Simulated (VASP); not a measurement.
# KCl (R-3m) in VASP: a series of runs

Runs on KCl. Level: LDA. Tasks: electric field gradients.

Everything below comes from runs of VASP 6.6.1. Logs are shortened: lines on timing, memory, paths and dates and some standing lists are left out, and cuts for length are marked.

### Step 1. The cell of the first run

Symmetry: R-3m, No. 166, trigonal system. Conventional cell: a = 4.441 Å, b = 4.441 Å, c = 11.042 Å, α = 90.00°, β = 90.00°, γ = 120.00°. K (site symmetry -3m) has 6 Cl at 3.16 Å within 4.2 Å. Cl (site symmetry -3m) has 6 K at 3.16 Å within 4.2 Å.

### Step 2. Electric field gradients, LDA (equal xy, yz and zx shear strains of +1 %)

File INCAR:

```
  PREC = Accurate
  ENCUT = 520
  EDIFF = 1E-8
  ISMEAR = -1
  SIGMA = 0.03
  LREAL = F
  LASPH = T
  NELM = 100
  ALGO = Normal
  ISIF = 2
  LWAVE = F
  LCHARG = F
  LEFG = T
  NBANDS = 15
```

File KPOINTS:

```
regular mesh
0
Gamma
  7 7 7
```

File POSCAR:

```
KCl
1.0
    0.0315610000      3.1718805000      3.1718805000
    3.1718805000      0.0315610000      3.1718805000
    3.1718805000      3.1718805000      0.0315610000
K Cl
1 1
Direct
    0.0000000000      0.0000000000      0.0000000000
    0.5000000000      0.5000000000      0.5000000000
```

Potentials or basis: VASP PAW LDA potentials, release 64 (K_sv, Cl).

Command:

```console
$ cat potpaw_LDA.64/K_sv/POTCAR potpaw_LDA.64/Cl/POTCAR > POTCAR
$ mpirun -np 1 vasp_std > vasp.out
```

OUTCAR:

```text
PREC = Accurate
   ENCUT = 520
   EDIFF = 1E-8
   ISMEAR = -1
   LREAL = F
   LASPH = T
   NELM = 100
   ISIF = 2

 ion  position               nearest neighbor table
   1  0.000  0.000  0.000-   2 3.16   2 3.16   2 3.16   2 3.16   2 3.16   2 3.16
   2  0.500  0.500  0.500-   1 3.16   1 3.16   1 3.16   1 3.16   1 3.16   1 3.16

  LATTYP: Found a trigonal (rhomboedric) cell.
 ALAT       =     4.4858274498
 COS(alpha) =     0.5099250056

  Lattice vectors:

 A1 = (   0.0315610000,   3.1718805000,   3.1718805000)
 A2 = (   3.1718805000,   0.0315610000,   3.1718805000)
 A3 = (   3.1718805000,   3.1718805000,   0.0315610000)

Analysis of symmetry for initial positions (statically):
=====================================================================
 Subroutine PRICEL returns:
 Original cell was already a primitive cell.

 Routine SETGRP: Setting up the symmetry group for a
 trigonal (rhombohedral) supercell.

 Subroutine GETGRP returns: Found 12 space group operations
 (whereof 12 operations were pure point group operations)
 out of a pool of 12 trial point group operations.

The static configuration has the point symmetry D_3d.

Analysis of symmetry for dynamics (positions and initial velocities):
=====================================================================
 Subroutine PRICEL returns:
 Original cell was already a primitive cell.

 Routine SETGRP: Setting up the symmetry group for a
 trigonal (rhombohedral) supercell.

 Subroutine GETGRP returns: Found 12 space group operations
 (whereof 12 operations were pure point group operations)
 out of a pool of 12 trial point group operations.

The dynamic configuration has the point symmetry D_3d.

 Subroutine INISYM returns: Found 12 space group operations
 (whereof 12 operations are pure point group operations),
 and found     1 'primitive' translations

----------------------------------------------------------------------------------------

                                     Primitive cell

  volume of cell :      62.8709

  direct lattice vectors                    reciprocal lattice vectors
     0.031561000  3.171880500  3.171880500    -0.160007683  0.158431253  0.158431253
     3.171880500  0.031561000  3.171880500     0.158431253 -0.160007683  0.158431253
     3.171880500  3.171880500  0.031561000     0.158431253  0.158431253 -0.160007683

  length of vectors
     4.485827450  4.485827450  4.485827450     0.275324141  0.275324141  0.275324141

  position of ions in fractional coordinates (direct lattice)
     0.000000000  0.000000000  0.000000000
     0.500000000  0.500000000  0.500000000

  ion indices of the primitive-cell ions
   primitive index   ion index
                 1           1
                 2           2

----------------------------------------------------------------------------------------

 KPOINTS: regular mesh

Automatic generation of k-mesh.
 Grid dimensions read from file:
 generate k-points for:    7    7    7

 Generating k-lattice:

  Cartesian coordinates                     Fractional coordinates (reciprocal lattice)
    -0.022858240  0.022633036  0.022633036     0.142857143  0.000000000  0.000000000
     0.022633036 -0.022858240  0.022633036     0.000000000  0.142857143  0.000000000
     0.022633036  0.022633036 -0.022858240     0.000000000  0.000000000  0.142857143

  Length of vectors
     0.039332020  0.039332020  0.039332020

  Shift w.r.t. Gamma in fractional coordinates (k-lattice)
     0.000000000  0.000000000  0.000000000

 Subroutine IBZKPT returns following result:
 ===========================================

 Found     44 irreducible k-points:

 Following reciprocal coordinates:
            Coordinates               Weight
  0.000000  0.000000  0.000000      1.000000
  0.142857  0.000000  0.000000      6.000000
  0.285714  0.000000  0.000000      6.000000
  0.428571  0.000000  0.000000      6.000000
  0.142857  0.142857  0.000000      6.000000
  0.285714  0.142857  0.000000     12.000000
[... 16 lines left out ...]
  0.285714  0.285714  0.142857      6.000000
  0.428571  0.285714  0.142857     12.000000
 [... further k-points ...]
   k-points           NKPTS =     44   k-points in BZ     NKDIM =     44   number of bands    NBANDS=     15
   number of dos      NEDOS =    301   number of ions     NIONS =      2
   total plane-waves  NPLWV =  46656
   dimension x,y,z NGX =    36 NGY =   36 NGZ =   36
   dimension x,y,z NGXF=    72 NGYF=   72 NGZF=   72
   ions per type =               1   1
   NGX,Y,Z   is equivalent  to a cutoff of  13.34, 13.34, 13.34 a.u.
   NGXF,Y,Z  is equivalent  to a cutoff of  26.68, 26.68, 26.68 a.u.
 SYSTEM =  unknown system
   PREC   = accura    normal or accurate (medium, high low for compatibility)
   ISTART =      0    job   : 0-new  1-cont  2-samecut
   ICHARG =      2    charge: 1-file 2-atom 10-const
   ISPIN  =      1    spin polarized calculation?
   LNONCOLLINEAR =      F non collinear calculations
   LSORBIT =      F    spin-orbit coupling
   LASPH  =      T    aspherical Exc in radial PAW
   ENCUT  =  520.0 eV  38.22 Ry    6.18 a.u.   8.34  8.34  8.34*2*pi/ulx,y,z
   NELM   =    100;   NELMIN=  2; NELMDL= -5     # of ELM steps
   EDIFF  = 0.1E-07   stopping-criterion for ELM
   LREAL  =      F    real-space projection
   EDIFFG = 0.1E-06   stopping-criterion for IOM
   NSW    =      0    number of steps for IOM
   IBRION =     -1    ionic relax: 0-MD 1-quasi-New 2-CG
   NFREE  =      0    steps in history (QN), initial steepest desc. (CG)
   ISIF   =      2    stress and relaxation
   ISYM   =      2    0-nonsym 1-usesym 2-fastsym
   POTIM  = 0.5000    time-step for ionic-motion
   TEBEG  =    0.0;   TEEND  =   0.0 temperature during run
   PSTRESS=    0.0 pullay stress
   NELECT =      16.0000    total number of electrons
   NUPDOWN=      -1.0000    fix difference up-down
   EMIN   =  10.00;   EMAX   =-10.00  energy-range for DOS
   EFERMI =   0.00;   METHOD = LEGACY
   ISMEAR =    -1;   SIGMA  =   0.03  broadening in eV -4-tet -1-fermi 0-gaus
   EFERMI_NEDOS =   21; number of points for ismear=-14 and -15
   IALGO  =     38    algorithm
   IMIX   =      4    mixing-type and parameters
     AMIX     =   0.40;   BMIX     =  1.00
     AMIX_MAG =   1.60;   BMIX_MAG =  1.00
  volume/ion in A,a.u.               =      31.44       212.14
  Fermi-wavevector in a.u.,A,eV,Ry     =   1.037445  1.960486 14.643831  1.076291
  Thomas-Fermi vector in A             =   2.171883
   LORBIT       =      0    0 simple, 1 ext, 2 COOP (PROOUT), +10 PAW based schemes
   GGA     = CA    functional components
   LHFCALC =     F    Hartree Fock is set to
   AEXX    =    0.0000 exact exchange contribution
   IVDW    =     0    specifies the selected vdW correction
   LEPSILON=     F    determine dielectric tensor
   LRPA    =     F    only Hartree local field effects (RPA)
 non-spin polarized calculation
  energy-cutoff  :      520.00
  volume of cell :       62.87
 maximum number of plane-waves:      1712
 NGX is ok and might be reduce to    36
   NGX = 17   NGY = 17   NGZ = 17

 number of electron      15.9999999 magnetization

 Free energy of the ion-electron system (eV)
  ---------------------------------------------------
  ext. energy  EPLUGINS =         0.00000000
  ---------------------------------------------------
  free energy    TOTEN  =        -7.36248065 eV

  energy without entropy =       -7.36248065  energy(sigma->0) =       -7.36248065

 E-fermi :  -1.4234     XC(G=0):  -8.0730

 val. band max:       -2.1092423959   @ k =   0.0000   0.0000   0.0000
 cond. band min:       2.5978792762   @ k =   0.0000   0.0000   0.0000
 fundamental gap:      4.7071216722
 Fermi energy:        -1.4233727142

 k-point     1 :       0.0000    0.0000    0.0000
  band No.  band energies     occupation
      1     -28.9729      2.00000
      2     -14.1348      2.00000
      3     -12.6705      2.00000
      4     -12.6705      2.00000
      5     -12.6705      2.00000
      6      -2.1384      2.00000
      7      -2.1092      2.00000
      8      -2.1092      2.00000
      9       2.5979      0.00000
     10       5.8786      0.00000
     11       6.0038      0.00000
     12       6.0038      0.00000
     13       6.8902      0.00000
     14       6.8902      0.00000
[... 401 lines left out ...]
      2     -14.2166      2.00000
      3     -12.7216      2.00000
      4     -12.6923      2.00000
      5     -12.5458      2.00000
      6      -2.9087      2.00000
      7      -2.3925      2.00000
      8      -2.3713      2.00000
      9       4.7965      0.00000
     10       5.0688      0.00000
     11       7.6403      0.00000
     12       7.6748      0.00000
     13       7.9636      0.00000
     14       8.4150      0.00000
     15       9.6818      0.00000

 [... further k-points ...]

------------------------ aborting loop because EDIFF is reached ----------------------------------------

  FORCE on cell =-STRESS in cart. coord.  units (eV):
  Direction    XX          YY          ZZ          XY          YZ          ZX
  --------------------------------------------------------------------------------------
  -------------------------------------------------------------------------------------
  Total       -0.8027703     -0.8027703     -0.8027703     -0.0292426     -0.0292426     -0.0292426
  in kB      -20.4574782    -20.4574782    -20.4574782     -0.7452076     -0.7452076     -0.7452076
  external PRESSURE =     -20.4574782 kB  Pullay stress =       0.0000000 kB

 VOLUME and BASIS-vectors are now :
 -----------------------------------------------------------------------------
  energy-cutoff  :      520.00
  volume of cell :       62.87
      direct lattice vectors                 reciprocal lattice vectors
     0.031561000  3.171880500  3.171880500    -0.160007683  0.158431253  0.158431253
     3.171880500  0.031561000  3.171880500     0.158431253 -0.160007683  0.158431253
     3.171880500  3.171880500  0.031561000     0.158431253  0.158431253 -0.160007683

 POSITION                                       TOTAL-FORCE (eV/Angst)
 -----------------------------------------------------------------------------------
      0.00000      0.00000      0.00000         0.000000     -0.000000      0.000000
      3.18766      3.18766      3.18766        -0.000000      0.000000     -0.000000
 -----------------------------------------------------------------------------------
    total drift:                                0.000000      0.000000      0.000000

  FREE ENERGIE OF THE ION-ELECTRON SYSTEM (eV)
  ---------------------------------------------------
  free  energy   TOTEN  =        -7.3624806464 eV

  energy  without entropy=       -7.3624806464  energy(sigma->0) =       -7.36248065

 Electric field gradients (V/A^2)
---------------------------------------------------------------------
 ion       V_xx      V_yy      V_zz      V_xy      V_xz      V_yz
---------------------------------------------------------------------
   1      -0.000    -0.000     0.000    -0.549    -0.549    -0.549
   2       0.000     0.000     0.000     0.729     0.729     0.729
---------------------------------------------------------------------

 Electric field gradients after diagonalization (V/A^2)
 (convention: |V_zz| > |V_xx| > |V_yy|)
----------------------------------------------------------------------
 ion       V_xx      V_yy      V_zz     asymmetry (V_yy - V_xx)/ V_zz
----------------------------------------------------------------------
   1       0.549     0.549    -1.098       0.000
   2      -0.729    -0.729     1.458       0.000
----------------------------------------------------------------------

           NMR quadrupolar parameters

 Cq : quadrupolar parameter    Cq=e*Q*V_zz/h
 eta: asymmetry parameters     (V_yy - V_xx)/ V_zz
 Q  : nuclear electric quadrupole moment in mb (millibarn)
----------------------------------------------------------------------
 ion       Cq(MHz)       eta       Q (mb)
----------------------------------------------------------------------
   1      -0.003       0.000       1.000
   2       0.004       0.000       1.000
----------------------------------------------------------------------
```

It used 60 s of CPU time on 1 thread of AMD EPYC 7R13 Processor (Zen 3), on a shared host.

What came out:

```yaml
Free_energy: -7.3625 eV
Pressure: -2.0 GPa
Band_gap_on_the_k_mesh: 4.71 eV, direct
```

Electric field gradients, principal values (V/Å²):
| atom | least | middle | greatest (by size) |
| --- | --- | --- | --- |
| 1 K | 0.549 | 0.549 | -1.098 |
| 2 Cl | -0.729 | -0.729 | 1.458 |

Caveat: the cell differs from its parent crystal (equal xy, yz and zx shear strains of +1 %); without QUAD_EFG the Cq values of the log hold for a quadrupole moment of 1 mb, not for the nuclei.

### Step 3. Electric field gradients, LDA (equal xy, yz and zx shear strains of +3 %)

File INCAR:

```
SYSTEM = KCl
PREC = Accurate ; ENCUT = 520
EDIFF = 1E-8 ; ISMEAR = -1
SIGMA = 0.03 ; LREAL = .FALSE.
LASPH = .TRUE. ; NELM = 80
ALGO = Normal ; ISIF = 2
LWAVE = .FALSE. ; LCHARG = .FALSE.
LEFG = .TRUE. ; NBANDS = 15
```

File KPOINTS:

```
Automatic mesh
0
G
  7 7 7
  0 0 0
```

File POSCAR:

```
KCl
1.0
    0.0946830000      3.2034415000      3.2034415000
    3.2034415000      0.0946830000      3.2034415000
    3.2034415000      3.2034415000      0.0946830000
K Cl
1 1
Direct
    0.0000000000      0.0000000000      0.0000000000
    0.5000000000      0.5000000000      0.5000000000
```

Potentials or basis: VASP PAW LDA potentials, release 64 (K_sv, Cl).

Command:

```console
$ cat potpaw_LDA.64/K_sv/POTCAR potpaw_LDA.64/Cl/POTCAR > POTCAR
$ mpirun -np 1 vasp_std > vasp.out
```

OUTCAR:

```text
SYSTEM = KCl
   PREC = Accurate
   ENCUT = 520
   EDIFF = 1E-8
   ISMEAR = -1
   LREAL = .FALSE.
   LASPH = .TRUE.
   NELM = 80
   ISIF = 2

 ion  position               nearest neighbor table
   1  0.000  0.000  0.000-   2 3.16   2 3.16   2 3.16   2 3.16   2 3.16   2 3.16
   2  0.500  0.500  0.500-   1 3.16   1 3.16   1 3.16   1 3.16   1 3.16   1 3.16

  LATTYP: Found a trigonal (rhomboedric) cell.
 ALAT       =     4.5313397311
 COS(alpha) =     0.5293254421

  Lattice vectors:

 A1 = (   0.0946830000,   3.2034415000,   3.2034415000)
 A2 = (   3.2034415000,   0.0946830000,   3.2034415000)
 A3 = (   3.2034415000,   3.2034415000,   0.0946830000)

Analysis of symmetry for initial positions (statically):
=====================================================================
 Subroutine PRICEL returns:
 Original cell was already a primitive cell.

 Routine SETGRP: Setting up the symmetry group for a
 trigonal (rhombohedral) supercell.

 Subroutine GETGRP returns: Found 12 space group operations
 (whereof 12 operations were pure point group operations)
 out of a pool of 12 trial point group operations.

The static configuration has the point symmetry D_3d.

Analysis of symmetry for dynamics (positions and initial velocities):
=====================================================================
 Subroutine PRICEL returns:
 Original cell was already a primitive cell.

 Routine SETGRP: Setting up the symmetry group for a
 trigonal (rhombohedral) supercell.

 Subroutine GETGRP returns: Found 12 space group operations
 (whereof 12 operations were pure point group operations)
 out of a pool of 12 trial point group operations.

[... 578 lines left out ...]
      8      -2.3437      2.00000
      9       4.7658      0.00000
     10       5.1036      0.00000
     11       7.6164      0.00000
     12       7.7111      0.00000
     13       7.9305      0.00000
     14       8.4315      0.00000
     15       9.6419      0.00000

 [... further k-points ...]

------------------------ aborting loop because EDIFF is reached ----------------------------------------

  FORCE on cell =-STRESS in cart. coord.  units (eV):
  Direction    XX          YY          ZZ          XY          YZ          ZX
  --------------------------------------------------------------------------------------
  -------------------------------------------------------------------------------------
  Total       -0.8048310     -0.8048310     -0.8048310     -0.0922366     -0.0922366     -0.0922366
  in kB      -20.5221733    -20.5221733    -20.5221733     -2.3519178     -2.3519178     -2.3519178
  external PRESSURE =     -20.5221733 kB  Pullay stress =       0.0000000 kB

 VOLUME and BASIS-vectors are now :
 -----------------------------------------------------------------------------
  energy-cutoff  :      520.00
  volume of cell :       62.83
      direct lattice vectors                 reciprocal lattice vectors
     0.094683000  3.203441500  3.203441500    -0.163178180  0.158493639  0.158493639
     3.203441500  0.094683000  3.203441500     0.158493639 -0.163178180  0.158493639
     3.203441500  3.203441500  0.094683000     0.158493639  0.158493639 -0.163178180

 POSITION                                       TOTAL-FORCE (eV/Angst)
 -----------------------------------------------------------------------------------
      0.00000      0.00000      0.00000         0.000000      0.000000      0.000000
      3.25078      3.25078      3.25078        -0.000000      0.000000     -0.000000
 -----------------------------------------------------------------------------------
    total drift:                                0.000000      0.000000      0.000000

  FREE ENERGIE OF THE ION-ELECTRON SYSTEM (eV)
  ---------------------------------------------------
  free  energy   TOTEN  =        -7.3593718607 eV

  energy  without entropy=       -7.3593718606  energy(sigma->0) =       -7.35937186

 Electric field gradients (V/A^2)
---------------------------------------------------------------------
 ion       V_xx      V_yy      V_zz      V_xy      V_xz      V_yz
---------------------------------------------------------------------
   1       0.000     0.000     0.000    -1.675    -1.675    -1.675
   2       0.000     0.000     0.000     2.274     2.274     2.274
---------------------------------------------------------------------

 Electric field gradients after diagonalization (V/A^2)
 (convention: |V_zz| > |V_xx| > |V_yy|)
----------------------------------------------------------------------
 ion       V_xx      V_yy      V_zz     asymmetry (V_yy - V_xx)/ V_zz
----------------------------------------------------------------------
   1       1.675     1.675    -3.350       0.000
   2      -2.274    -2.274     4.548       0.000
----------------------------------------------------------------------

           NMR quadrupolar parameters

 Cq : quadrupolar parameter    Cq=e*Q*V_zz/h
 eta: asymmetry parameters     (V_yy - V_xx)/ V_zz
 Q  : nuclear electric quadrupole moment in mb (millibarn)
----------------------------------------------------------------------
 ion       Cq(MHz)       eta       Q (mb)
----------------------------------------------------------------------
   1      -0.008       0.000       1.000
   2       0.011       0.000       1.000
----------------------------------------------------------------------
```

It used 100 s of CPU time on 1 thread of AMD EPYC 7R13 Processor (Zen 3) (shared host).

What came out:

* Free energy: -7.3594 eV
* Pressure: -2.1 GPa
* Band gap on the k mesh: 4.68 eV, direct

Stress tensor (GPa, compression positive):
```
-2.05 -0.24 -0.24
-0.24 -2.05 -0.24
-0.24 -0.24 -2.05
```

Electric field gradients, principal values (V/Å²):
```csv
atom,least,middle,greatest (by size)
1 K,1.675,1.675,-3.350
2 Cl,-2.274,-2.274,4.548
```

Caveat: the cell differs from its parent crystal (equal xy, yz and zx shear strains of +3 %); without QUAD_EFG the Cq values of the log hold for a quadrupole moment of 1 mb, not for the nuclei.

[end of part 1 of 2]
